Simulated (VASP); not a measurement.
# SiC (P6_3mc) in VASP: notebook

SiC is run at these levels: r2SCAN; tasks: single point.

All numbers are computed with VASP 6.6.1; they aren't measurements. Logs are shortened: lines on timing, memory, paths and dates and some standing lists are left out, and cuts for length are marked.

## Step 1: The cell of the first run

It takes space group P6_3mc (No. 186, hexagonal). Conventional cell: a = 3.075 Å, b = 3.075 Å, c = 4.998 Å, α = 90.00°, β = 90.00°, γ = 120.00°. Within 2.5 Å of Si (site symmetry 3m) lie 4 C at 1.88 Å. C (site symmetry 3m) has 4 Si at 1.88 Å within 2.5 Å.

## Step 2: Single point, r2SCAN (uniaxial z strain -1.0%)

POSCAR

```
SiC
1.0
    3.0753562392      0.0000000000      0.0000000000
   -1.5376781196      2.6633366288      0.0000000000
    0.0000000000      0.0000000000      4.9976270101
Si C
2 2
Direct
    0.3333333333      0.6666666667     -0.0009146521
    0.6666666667      0.3333333333      0.4990853479
    0.3333333333      0.6666666667      0.3759146521
    0.6666666667      0.3333333333      0.8759146521
```

INCAR.step1

```
SYSTEM = SiC
ALGO     = Normal         ! electronic algorithm
EDIFF    = 1E-4           ! SCF threshold, eV
ENCUT    = 520            ! plane-wave cutoff, eV
GGA      = PE             ! functional
ISMEAR   = 0              ! smearing method
LASPH    = .True.         ! aspherical terms in the spheres
LCHARG   = .False.        ! write CHGCAR
LREAL    = .False.        ! projectors in reciprocal space
LWAVE    = .True.         ! write WAVECAR
NBANDS   = 16             ! bands
NELM     = 60             ! most SCF steps
PREC     = Accurate       ! precision mode
SIGMA    = 0.01           ! smearing width, eV
```

INCAR.step2

```
SYSTEM = SiC
ALGO     = Normal         ! electronic algorithm
EDIFF    = 1E-6           ! SCF threshold, eV
ENCUT    = 520            ! plane-wave cutoff, eV
ISIF     = 2              ! what is computed and relaxed
ISMEAR   = 0              ! smearing method
ISTART   = 1            
LASPH    = .True.         ! aspherical terms in the spheres
LCHARG   = .False.        ! write CHGCAR
LMIXTAU  = .True.       
LREAL    = .False.        ! projectors in reciprocal space
LWAVE    = .False.        ! write WAVECAR
METAGGA  = R2SCAN         ! meta-GGA
NBANDS   = 16             ! bands
NELM     = 60             ! most SCF steps
PREC     = Accurate       ! precision mode
SIGMA    = 0.01           ! smearing width, eV
```

KPOINTS

```
k-points
0
Gamma
  12 12 6
  0 0 0
```

Potentials or basis: VASP PAW PBE potentials, release 64 (Si, C).

The run is started by

```bash
$ cat potpaw_PBE.64/Si/POTCAR potpaw_PBE.64/C/POTCAR > POTCAR
$ cp INCAR.step1 INCAR
$ mpirun -np 1 vasp_std > vasp.out
$ cp INCAR.step2 INCAR
$ mpirun -np 1 vasp_std > vasp.out
```

OUTCAR:

```text
SYSTEM = SiC
   EDIFF = 1E-6
   ENCUT = 520
   ISIF = 2
   ISMEAR = 0
   ISTART = 1
   LASPH = .True.
   LREAL = .False.
   METAGGA = R2SCAN
   NELM = 60
   PREC = Accurate

 ion  position               nearest neighbor table
   1  0.333  0.667  0.999-   4 1.88   4 1.88   4 1.88   3 1.88   2 3.07   2 3.07   2 3.07   2 3.07
                             2 3.07   2 3.07
   2  0.667  0.333  0.499-   3 1.88   3 1.88   3 1.88   4 1.88   1 3.07   1 3.07   1 3.07   1 3.07
                             1 3.07   1 3.07
   3  0.333  0.667  0.376-   2 1.88   2 1.88   2 1.88   1 1.88
   4  0.667  0.333  0.876-   1 1.88   1 1.88   1 1.88   2 1.88

  LATTYP: Found a hexagonal cell.
 ALAT       =     3.0753562392
 C/A-ratio  =     1.6250562931

  Lattice vectors:

 A1 = (   3.0753562392,   0.0000000000,   0.0000000000)
 A2 = (  -1.5376781196,   2.6633366288,   0.0000000000)
 A3 = (   0.0000000000,   0.0000000000,   4.9976270101)

Analysis of symmetry for initial positions (statically):
=====================================================================
 Subroutine PRICEL returns:
 Original cell was already a primitive cell.

 Routine SETGRP: Setting up the symmetry group for a
 hexagonal supercell.

 Subroutine GETGRP returns: Found 12 space group operations
 (whereof  6 operations were pure point group operations)
 out of a pool of 24 trial point group operations.

The static configuration has the point symmetry C_3v.
 The point group associated with its full space group is C_6v.

Analysis of symmetry for dynamics (positions and initial velocities):
=====================================================================
 Subroutine PRICEL returns:
 Original cell was already a primitive cell.

 Routine SETGRP: Setting up the symmetry group for a
 hexagonal supercell.

 Subroutine GETGRP returns: Found 12 space group operations
 (whereof  6 operations were pure point group operations)
 out of a pool of 24 trial point group operations.

The dynamic configuration has the point symmetry C_3v.
 The point group associated with its full space group is C_6v.

 Subroutine INISYM returns: Found 12 space group operations
 (whereof  6 operations are pure point group operations),
 and found     1 'primitive' translations

----------------------------------------------------------------------------------------

                                     Primitive cell

  volume of cell :      40.9341

  direct lattice vectors                    reciprocal lattice vectors
     3.075356239  0.000000000  0.000000000     0.325165582  0.187734436  0.000000000
    -1.537678120  2.663336629  0.000000000     0.000000000  0.375468872  0.000000000
     0.000000000  0.000000000  4.997627010     0.000000000  0.000000000  0.200094965

  length of vectors
     3.075356239  3.075356239  4.997627010     0.375468872  0.375468872  0.200094965

  position of ions in fractional coordinates (direct lattice)
     0.333333333  0.666666667  0.999085348
     0.666666667  0.333333333  0.499085348
     0.333333333  0.666666667  0.375914652
     0.666666667  0.333333333  0.875914652

  ion indices of the primitive-cell ions
   primitive index   ion index
                 1           1
                 2           2
                 3           3
                 4           4

----------------------------------------------------------------------------------------

 KPOINTS: k-points

Automatic generation of k-mesh.
 Grid dimensions read from file:
 generate k-points for:   12   12    6

 Generating k-lattice:

  Cartesian coordinates                     Fractional coordinates (reciprocal lattice)
     0.027097132  0.015644536  0.000000000     0.083333333  0.000000000  0.000000000
     0.000000000  0.031289073  0.000000000     0.000000000  0.083333333  0.000000000
     0.000000000  0.000000000  0.033349161     0.000000000  0.000000000  0.166666667

  Length of vectors
     0.031289073  0.031289073  0.033349161

  Shift w.r.t. Gamma in fractional coordinates (k-lattice)
     0.000000000  0.000000000  0.000000000

 Subroutine IBZKPT returns following result:
 ===========================================

 Found     76 irreducible k-points:

 Following reciprocal coordinates:
            Coordinates               Weight
  0.000000  0.000000  0.000000      1.000000
  0.083333 -0.000000  0.000000      6.000000
  0.166667 -0.000000  0.000000      6.000000
  0.250000  0.000000  0.000000      6.000000
  0.333333  0.000000  0.000000      6.000000
  0.416667 -0.000000  0.000000      6.000000
[... 16 lines left out ...]
  0.250000  0.000000  0.166667     12.000000
  0.333333  0.000000  0.166667     12.000000
 [... further k-points ...]
   k-points           NKPTS =     76   k-points in BZ     NKDIM =     76   number of bands    NBANDS=     16
   number of dos      NEDOS =    301   number of ions     NIONS =      4
   total plane-waves  NPLWV =  23040
   dimension x,y,z NGX =    24 NGY =   24 NGZ =   40
   dimension x,y,z NGXF=    48 NGYF=   48 NGZF=   80
   ions per type =               2   2
   NGX,Y,Z   is equivalent  to a cutoff of  12.97, 12.97, 13.31 a.u.
   NGXF,Y,Z  is equivalent  to a cutoff of  25.95, 25.95, 26.61 a.u.
 SYSTEM =  SiC
   PREC   = accura    normal or accurate (medium, high low for compatibility)
   ISTART =      1    job   : 0-new  1-cont  2-samecut
   ICHARG =      0    charge: 1-file 2-atom 10-const
   ISPIN  =      1    spin polarized calculation?
   LNONCOLLINEAR =      F non collinear calculations
   LSORBIT =      F    spin-orbit coupling
   LASPH  =      T    aspherical Exc in radial PAW
   ENCUT  =  520.0 eV  38.22 Ry    6.18 a.u.   5.72  5.72  9.29*2*pi/ulx,y,z
   NELM   =     60;   NELMIN=  2; NELMDL=  0     # of ELM steps
   EDIFF  = 0.1E-05   stopping-criterion for ELM
   LREAL  =      F    real-space projection
   EDIFFG = 0.1E-04   stopping-criterion for IOM
   NSW    =      0    number of steps for IOM
   IBRION =     -1    ionic relax: 0-MD 1-quasi-New 2-CG
   NFREE  =      0    steps in history (QN), initial steepest desc. (CG)
   ISIF   =      2    stress and relaxation
   ISYM   =      2    0-nonsym 1-usesym 2-fastsym
   POTIM  = 0.5000    time-step for ionic-motion
   TEBEG  =    0.0;   TEEND  =   0.0 temperature during run
   PSTRESS=    0.0 pullay stress
   NELECT =      16.0000    total number of electrons
   NUPDOWN=      -1.0000    fix difference up-down
   EMIN   =  10.00;   EMAX   =-10.00  energy-range for DOS
   EFERMI =   0.00;   METHOD = LEGACY
   ISMEAR =     0;   SIGMA  =   0.01  broadening in eV -4-tet -1-fermi 0-gaus
   EFERMI_NEDOS =   21; number of points for ismear=-14 and -15
   IALGO  =     38    algorithm
   IMIX   =      4    mixing-type and parameters
     AMIX     =   0.40;   BMIX     =  1.00
     AMIX_MAG =   1.60;   BMIX_MAG =  1.00
  volume/ion in A,a.u.               =      10.23        69.06
  Fermi-wavevector in a.u.,A,eV,Ry     =   1.196979  2.261962 19.493852  1.432758
  Thomas-Fermi vector in A             =   2.332905
   LORBIT       =      0    0 simple, 1 ext, 2 COOP (PROOUT), +10 PAW based schemes
   METAGGA = R2SCAN    functional components
   LHFCALC =     F    Hartree Fock is set to
   AEXX    =    0.0000 exact exchange contribution
   IVDW    =     0    specifies the selected vdW correction
   LEPSILON=     F    determine dielectric tensor
   LRPA    =     F    only Hartree local field effects (RPA)
 non-spin polarized calculation
 Gauss-broadening in eV      SIGMA  =   0.01
  energy-cutoff  :      520.00
  volume of cell :       40.93
 maximum number of plane-waves:      1112
 NGX is ok and might be reduce to    24
   NGX = 11   NGY = 11   NGZ = 19

 number of electron      16.0000000 magnetization

 Free energy of the ion-electron system (eV)
  ---------------------------------------------------
  ext. energy  EPLUGINS =         0.00000000
  ---------------------------------------------------
  free energy    TOTEN  =       -38.63061199 eV

  energy without entropy =      -38.63061199  energy(sigma->0) =      -38.63061199

 E-fermi :   8.3684     XC(G=0): -11.9733

 val. band max:        8.2340457718   @ k =   0.0000   0.0000   0.0000
 cond. band min:      10.9554706905   @ k =   0.3333   0.3333   0.0000
 fundamental gap:      2.7214249186
 Fermi energy:         8.3683544908

 k-point     1 :       0.0000    0.0000    0.0000
  band No.  band energies     occupation
      1      -8.1775      2.00000
      2      -4.4350      2.00000
      3      -0.7556      2.00000
      4       6.7945      2.00000
      5       6.7945      2.00000
      6       8.2172      2.00000
[... 8 lines left out ...]
     15      17.8809      0.00000
     16      20.2638      0.00000

 k-point     2 :       0.0833   -0.0000    0.0000
  band No.  band energies     occupation
      1      -8.0526      2.00000
      2      -4.3305      2.00000
      3      -0.6402      2.00000
      4       6.0958      2.00000
      5       6.5749      2.00000
      6       7.7561      2.00000
[... 8 lines left out ...]
     15      18.2067      0.00000
     16      19.3222      0.00000

 k-point     3 :       0.1667   -0.0000    0.0000
  band No.  band energies     occupation
      1      -7.6814      2.00000
      2      -4.0281      2.00000
      3      -0.3034      2.00000
      4       4.5640      2.00000
      5       6.0771      2.00000
      6       6.6004      2.00000
[... 8 lines left out ...]
     15      18.5293      0.00000
     16      18.8692      0.00000
[... 362 lines left out ...]
 k-point    23 :       0.2500    0.0000    0.1667
  band No.  band energies     occupation
      1      -6.9368      2.00000
      2      -4.0594      2.00000
      3       0.8030      2.00000
      4       3.1230      2.00000
      5       4.7471      2.00000
      6       5.6411      2.00000
[... 8 lines left out ...]
     15      19.7858      0.00000
     16      19.9774      0.00000

 k-point    24 :       0.3333    0.0000    0.1667
  band No.  band energies     occupation
      1      -6.1348      2.00000
      2      -3.4863      2.00000
      3       0.6202      2.00000
      4       2.4079      2.00000
      5       3.2678      2.00000
      6       5.1971      2.00000
[... 8 lines left out ...]
     15      20.6295      0.00000
     16      21.2215      0.00000

 [... further k-points ...]

------------------------ aborting loop because EDIFF is reached ----------------------------------------

  FORCE on cell =-STRESS in cart. coord.  units (eV):
  Direction    XX          YY          ZZ          XY          YZ          ZX
  --------------------------------------------------------------------------------------
  -------------------------------------------------------------------------------------
  Total        0.0799938      0.0799938      1.4634480      0.0000000      0.0000000      0.0000000
  in kB        3.1309912      3.1309912     57.2799407      0.0000000      0.0000000      0.0000000
  external PRESSURE =      21.1806410 kB  Pullay stress =       0.0000000 kB

 VOLUME and BASIS-vectors are now :
 -----------------------------------------------------------------------------
  energy-cutoff  :      520.00
  volume of cell :       40.93
      direct lattice vectors                 reciprocal lattice vectors
     3.075356239  0.000000000  0.000000000     0.325165582  0.187734436  0.000000000
    -1.537678120  2.663336629  0.000000000     0.000000000  0.375468872  0.000000000
     0.000000000  0.000000000  4.997627010     0.000000000  0.000000000  0.200094965

 POSITION                                       TOTAL-FORCE (eV/Angst)
 -----------------------------------------------------------------------------------
     -0.00000      1.77556      4.99306         0.000000      0.000000     -0.000121
      1.53768      0.88778      2.49424        -0.000000     -0.000000     -0.000121
     -0.00000      1.77556      1.87868         0.000000     -0.000000      0.000121
      1.53768      0.88778      4.37749         0.000000     -0.000000      0.000121
 -----------------------------------------------------------------------------------
    total drift:                               -0.000000     -0.000000      0.000461

  FREE ENERGIE OF THE ION-ELECTRON SYSTEM (eV)
  ---------------------------------------------------
  free  energy   TOTEN  =       -38.6306119900 eV

  energy  without entropy=      -38.6306119900  energy(sigma->0) =      -38.63061199
```

Run time: 85 s. Hardware: 1 thread of AMD EPYC 9R45 (Zen 5), shared host; peak memory 0.15 GiB.

What came out:

```
Free energy            : -38.6306 eV
Pressure               : 2.1 GPa
Band gap on the k mesh : 2.72 eV, indirect (least direct gap 4.42 eV)
```

Stress tensor (GPa, compression positive):
```
0.31 0.00 0.00
0.00 0.31 0.00
0.00 0.00 5.73
```

Caveat: the cell differs from its parent crystal (uniaxial z strain -1.0%); the PAW data sets were made with another functional, which shifts forces and pressure a little. A k mesh can miss the band edges.

## Step 3: Single point, r2SCAN

This run uses another cell than the first one, of 10.34 Å³/atom, 1.010 times its volume.

POSCAR

```
SiC
1.0
    3.0753562392      0.0000000000      0.0000000000
   -1.5376781196      2.6633366288      0.0000000000
    0.0000000000      0.0000000000      5.0481080910
Si C
2 2
Direct
    0.3333333333      0.6666666667     -0.0004083989
    0.6666666667      0.3333333333      0.4995916011
    0.3333333333      0.6666666667      0.3754083989
    0.6666666667      0.3333333333      0.8754083989
```

INCAR.step1

```
  PREC = Accurate
  ENCUT = 520
  ISMEAR = 0
  SIGMA = 0.01
  LREAL = False
  LASPH = True
  NELM = 100
  NBANDS = 16
  GGA = PE
  ALGO = Normal
  EDIFF = 1E-4
  LWAVE = True
  LCHARG = False
```

INCAR.step2

```
  PREC = Accurate
  ENCUT = 520
  EDIFF = 1E-7
  ISMEAR = 0
  SIGMA = 0.01
  LREAL = False
  LASPH = True
  NELM = 100
  ALGO = Normal
  ISIF = 2
  LWAVE = False
  LCHARG = False
  METAGGA = R2SCAN
  LMIXTAU = True
  NBANDS = 16
  ISTART = 1
```

KPOINTS

```
regular mesh
0
Gamma
  12 12 6
```

Potentials or basis: VASP PAW PBE potentials, release 64 (Si, C).

The run is started by

```bash
$ cat potpaw_PBE.64/Si/POTCAR potpaw_PBE.64/C/POTCAR > POTCAR
$ cp INCAR.step1 INCAR
$ mpirun -np 1 vasp_std > vasp.out
$ cp INCAR.step2 INCAR
$ mpirun -np 1 vasp_std > vasp.out
```

It took 1.9 min on 1 thread of AMD EPYC 9R45 (Zen 5), shared host; peak memory 0.15 GiB.

It converged, with:

| Quantity | Value |
| --- | --- |
| Free energy | -38.6379 eV |
| Pressure | -0.2 GPa |
| Band gap on the k mesh | 2.66 eV, indirect (least direct gap 4.48 eV) |

Levels at points of the mesh, in eV from the valence-band top:
| k point | band 6 | band 7 | band 8 | band 9 | band 10 | band 11 |
| --- | --- | --- | --- | --- | --- | --- |
| (0.00, 0.00, 0.00) | -0.11 | 0.00 | 0.00 | 5.38 | 6.78 | 7.19 |
| (0.50, 0.00, 0.00) | -3.48 | -3.36 | -1.26 | 3.23 | 4.67 | 7.47 |
| (0.00, 0.00, 0.50) | -0.75 | -0.75 | -0.75 | 6.50 | 6.50 | 7.89 |
| (0.50, 0.00, 0.50) | -2.56 | -2.44 | -2.44 | 3.72 | 3.72 | 5.79 |

Caveat: the PAW data sets were made with another functional, which shifts forces and pressure a little.

## Step 4: Single point, r2SCAN (uniaxial z strain +1.0%)

POSCAR

```
SiC
1.0
    3.0753562392      0.0000000000      0.0000000000
   -1.5376781196      2.6633366288      0.0000000000
    0.0000000000      0.0000000000      5.0985891719
Si C
2 2
Direct
    0.3333333333      0.6666666667      0.0000204990
    0.6666666667      0.3333333333      0.5000204990
    0.3333333333      0.6666666667      0.3749795010
    0.6666666667      0.3333333333      0.8749795010
```

INCAR.step1 is that of step 3.

Changes to INCAR.step2 since step 3:

```diff
@@ -2,3 +2,3 @@
   ENCUT = 520
-  EDIFF = 1E-7
+  EDIFF = 1E-6
   ISMEAR = 0
```

KPOINTS

```
Automatic mesh
0
Gamma
  12 12 6
```

The run is started by

```bash
$ cat potpaw_PBE.64/Si/POTCAR potpaw_PBE.64/C/POTCAR > POTCAR
$ cp INCAR.step1 INCAR
$ mpirun -np 1 vasp_std > vasp.out
$ cp INCAR.step2 INCAR
$ mpirun -np 1 vasp_std > vasp.out
```

It took 1.9 min on 1 thread of AMD EPYC 9R45 (Zen 5), shared host; peak memory 0.15 GiB.

It converged, with:

```
Free energy            : -38.6303 eV
Pressure               : -2.4 GPa
Band gap on the k mesh : 2.60 eV, indirect (least direct gap 4.54 eV)
```

Stress tensor (GPa, compression positive):
```
-0.63  0.00  0.00
 0.00 -0.63  0.00
 0.00  0.00 -5.79
```

Levels at points of the mesh, in eV from the valence-band top:
```
           k point  band 6  band 7  band 8  band 9  band 10  band 11
(0.00, 0.00, 0.00)   -0.20    0.00    0.00    5.43     6.46     7.19
(0.50, 0.00, 0.00)   -3.42   -3.36   -1.28    3.26     4.56     7.37
(0.00, 0.00, 0.50)   -0.72   -0.72   -0.72    6.50     6.50     7.89
(0.50, 0.00, 0.50)   -2.53   -2.51   -2.51    3.64     3.64     5.70
```

Caveat: the cell differs from its parent crystal (uniaxial z strain +1.0%); the PAW data sets were made with another functional, which shifts forces and pressure a little.

## Step 5: Overview

| cell | gap on the mesh (eV) | pressure (GPa) |
| --- | --- | --- |
| a = 3.075, b = 3.075, c = 4.998 Å, angles 90.0, 90.0, 120.0°, 4 atoms | 2.72 | 2.1 |
| a = 3.075, b = 3.075, c = 5.048 Å, angles 90.0, 90.0, 120.0°, 4 atoms | 2.66 | -0.2 |
| a = 3.075, b = 3.075, c = 5.099 Å, angles 90.0, 90.0, 120.0°, 4 atoms | 2.60 | -2.4 |

Alike in all rows: task single point; level r2SCAN; potentials or basis VASP PAW PBE potentials, release 64 (Si, C); no spin polarisation; k mesh 12 × 12 × 6; cutoff (eV) 520; smearing gaussian 0.01 eV.

Caveats: the PAW data sets were made with another functional, which shifts forces and pressure a little.

Absolute energies hang on the potentials; compare differences alone.
